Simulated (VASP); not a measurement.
# NaTaSe2 (P4/mmm) in VASP: a series of runs, part 2 of 2

VASP 6.6.1.

### Step 4. Relaxation of cell and atoms, PBE, collinear spin

Input file INCAR:

```
SYSTEM = NaTaSe2
PREC = Accurate
ENCUT = 600
EDIFF = 1E-6
ISMEAR = 0
SIGMA = 0.1
LREAL = .False.
LASPH = .True.
NELM = 150
ALGO = Normal
ISIF = 3
LWAVE = .False.
LCHARG = .False.
ISPIN = 2
MAGMOM = 0 1 0 0
LORBIT = 11
LMAXMIX = 4
GGA = PE
IBRION = 2
NSW = 90
EDIFFG = -0.04
```

Input file KPOINTS:

```
regular mesh
0
Gamma
  4 4 4
  0 0 0
```

Input file POSCAR:

```
NaTaSe2
1.0
    4.1597924400      0.0000000000      0.0000000000
    0.0000000000      4.1597924400      0.0000000000
    0.0000000000      0.0000000000      6.6920087500
Na Ta Se
1 1 2
Direct
    0.0000000000      0.0000000000      0.5000000000
    0.5000000000      0.5000000000      0.0000000000
    0.5000000000      0.5000000000      0.5000000000
    0.0000000000      0.0000000000      0.0000000000
```

Potentials or basis: VASP PAW PBE potentials, release 64 (Na_pv, Ta_pv, Se).

Run with:

```bash
$ cat potpaw_PBE.64/Na_pv/POTCAR potpaw_PBE.64/Ta_pv/POTCAR potpaw_PBE.64/Se/POTCAR > POTCAR
$ mpirun -np 1 vasp_std > vasp.out
```

OUTCAR:

```text
SYSTEM = NaTaSe2
   PREC = Accurate
   ENCUT = 600
   EDIFF = 1E-6
   ISMEAR = 0
   LREAL = .False.
   LASPH = .True.
   NELM = 150
   ISIF = 3
   ISPIN = 2
   LORBIT = 11
   GGA = PE
   IBRION = 2
   NSW = 90
   EDIFFG = -0.04

 ion  position               nearest neighbor table
   1  0.000  0.000  0.500-
   2  0.500  0.500  0.000-   4 2.94   4 2.94   4 2.94   4 2.94
   3  0.500  0.500  0.500-
   4  0.000  0.000  0.000-   2 2.94   2 2.94   2 2.94   2 2.94

  LATTYP: Found a simple tetragonal cell.
 ALAT       =     4.1597924400
 C/A-ratio  =     1.6087362162

  Lattice vectors:

 A1 = (   4.1597924400,   0.0000000000,   0.0000000000)
 A2 = (   0.0000000000,   4.1597924400,   0.0000000000)
 A3 = (   0.0000000000,   0.0000000000,   6.6920087500)

Analysis of symmetry for initial positions (statically):
[... 1336 lines left out ...]
  free energy    TOTEN  =       -21.78451442 eV

  energy without entropy =      -21.76469213  energy(sigma->0) =      -21.77460328

 E-fermi :   5.2410     XC(G=0): -10.3546

 val. band max:        5.2090533223   @ k =   0.2500   0.2500   0.2500
 cond. band min:       5.2884459225   @ k =   0.5000   0.2500   0.2500
 fundamental gap:      0.0793926002
 Fermi energy:         5.2409633094

 spin component 1

 k-point     1 :       0.0000    0.0000    0.0000
  band No.  band energies     occupation
      1     -30.8214      1.00000
      2     -30.8214      1.00000
      3     -30.6976      1.00000
      4     -18.5943      1.00000
      5     -18.5379      1.00000
      6     -18.5379      1.00000
[... 851 lines left out ...]
  FREE ENERGIE OF THE ION-ELECTRON SYSTEM (eV)
  ---------------------------------------------------
  free  energy   TOTEN  =       -21.7845144241 eV

  energy  without entropy=      -21.7646921345  energy(sigma->0) =      -21.77460328

 reached required accuracy - stopping structural energy minimisation

 total charge

# of ion       s       p       d       tot
------------------------------------------
    1        0.077   6.021   0.000   6.097
    2        0.242   6.085   2.278   8.605
    3        1.433   2.472   0.028   3.934
    4        1.431   2.428   0.059   3.917
--------------------------------------------------
tot          3.183  17.005   2.365  22.553

 magnetization (x)

# of ion       s       p       d       tot
------------------------------------------
    1        0.000   0.000   0.000   0.000
    2        0.000   0.000   0.001   0.001
    3       -0.000   0.000   0.000   0.000
    4       -0.000  -0.000   0.000   0.000
--------------------------------------------------
tot          0.000   0.000   0.001   0.001
```

OSZICAR:

```text
N       E                     dE             d eps       ncg     rms          rms(c)
DAV:   1     0.237872558347E+03    0.23787E+03   -0.15453E+04  1440   0.152E+03
DAV:   2    -0.263239672514E+01   -0.24050E+03   -0.23178E+03  1612   0.361E+02
[... 97 lines left out ...]
DAV:   1    -0.217918153127E+02   -0.85200E-02   -0.32152E-01  1464   0.424E+00    0.447E-01
DAV:   2    -0.217868457992E+02    0.49695E-02   -0.89027E-03  1576   0.669E-01    0.249E-01
DAV:   3    -0.217845023208E+02    0.23435E-02   -0.47331E-03  1616   0.453E-01    0.568E-02
DAV:   4    -0.217845172096E+02   -0.14889E-04   -0.29567E-04  1600   0.110E-01    0.471E-02
DAV:   5    -0.217845146219E+02    0.25878E-05   -0.24088E-05  1676   0.308E-02    0.133E-02
DAV:   6    -0.217845144241E+02    0.19776E-06   -0.71453E-06  1548   0.182E-02
   9 F= -.21784514E+02 E0= -.21774603E+02  d E =-.122005E-02  mag=     0.0021
```

CONTCAR:

```text
NaTaSe2
   1.00000000000000
     3.8544604461895382   -0.0000000000000000   -0.0000000000000000
    -0.0000000000000000    3.8544604461895382   -0.0000000000000000
    -0.0000000000000000   -0.0000000000000000    5.3287282997621066
  Na              Ta              Se
     1     1     2
Direct
     0.0000000000000000    0.0000000000000000    0.5000000000000000
     0.5000000000000000    0.5000000000000000    0.0000000000000000
     0.5000000000000000    0.5000000000000000    0.5000000000000000
     0.0000000000000000    0.0000000000000000    0.0000000000000000

  0.00000000E+00  0.00000000E+00  0.00000000E+00
  0.00000000E+00  0.00000000E+00  0.00000000E+00
  0.00000000E+00  0.00000000E+00  0.00000000E+00
  0.00000000E+00  0.00000000E+00  0.00000000E+00
```

Run time: 5.8 min. Hardware: 1 thread of Intel Xeon 6975P-C (Granite Rapids), shared host; peak memory 0.39 GiB.

What came out:

```yaml
Free_energy: -21.7845 eV
Relaxed_volume: 19.79 Å³/atom
Relaxed_cell: a = 3.854 Å, b = 3.854 Å, c = 5.329 Å, α = 90.00°, β = 90.00°, γ = 90.00°
Space_group_after_relaxing_to_0.1_Å: P4/mmm (No. 123)
Energy_gained_by_relaxing: 537.9 meV/atom
Ionic_steps: 9
Pressure_after_relaxing: 0.0 GPa
Band_gap_on_the_k_mesh: zero (filled and empty bands overlap)
Net_moment: 0.00 μB per cell
Valence_electrons_inside_the_program's_atomic_spheres: Na 6.10; Ta 8.61; Se 3.93, 3.92
```

Step by step:
```
step  energy change (eV)  largest force (eV/Å)  pressure (GPa)  volume (Å³)
   1              0.0000                0.0000          -10.84       115.80
   2             -1.6951                0.0000           -4.28        85.95
   3             -1.8004                0.0000            1.56        79.24
   4             -2.0475                0.0000            6.83        74.01
   5             -2.0827                0.0000            4.79        75.22
   6             -2.1362                0.0000           -2.16        81.39
   7             -2.1504                0.0000           -0.23        79.30
   8             -2.1504                0.0000           -0.30        79.38
   9             -2.1516                0.0000           -0.03        79.17
```

Final structure:
```
CELL_PARAMETERS angstrom
3.85446 0.00000 0.00000
0.00000 3.85446 0.00000
0.00000 0.00000 5.32873
ATOMIC_POSITIONS crystal
Na 0.00000 0.00000 0.50000
Ta 0.50000 0.50000 0.00000
Se 0.50000 0.50000 0.50000
Se 0.00000 0.00000 0.00000
```

Caveat: the k points lie up to 0.41 Å⁻¹ apart in the final cell, too coarse for converged energies and pressures of a metal; the volume moved by over 15 % at a fixed basis, so the end points are rough; spin-orbit coupling is left out, which moves the levels of the heavy elements.

### Step 5. Summary

| task | spin | cell | k mesh | cutoff (eV) | gap on the mesh (eV) | pressure (GPa) | moment (μB) |
| --- | --- | --- | --- | --- | --- | --- | --- |
| single point | collinear | a = 4.160, b = 4.160, c = 6.692 Å, 4 atoms | 4 × 4 × 4 | 520 | none | -10.8 | 1.37 |
| single point | off | a = 3.868, b = 3.868, c = 5.303 Å, 4 atoms | 12 × 12 × 10 | 520 | none | 0.2 | - |
| relaxation of cell and atoms | collinear | relaxed from a = 4.160, b = 4.160, c = 6.692 Å, 4 atoms | 4 × 4 × 4 | 600 | none | 0.0 | 0.00 |

Alike in all rows: level PBE; potentials or basis VASP PAW PBE potentials, release 64 (Na_pv, Ta_pv, Se); smearing gaussian 0.1 eV.

Caveats: some runs use coarse meshes; spin-orbit coupling is left out, which moves the levels of the heavy elements; the volume moved by over 15 % at a fixed basis, so the end points are rough (at least some runs).

Total energies depend on the potentials used, so only differences within one code and one set of settings carry meaning.

The gap in the log of VASP goes by the Fermi energy; the results here count the filled bands.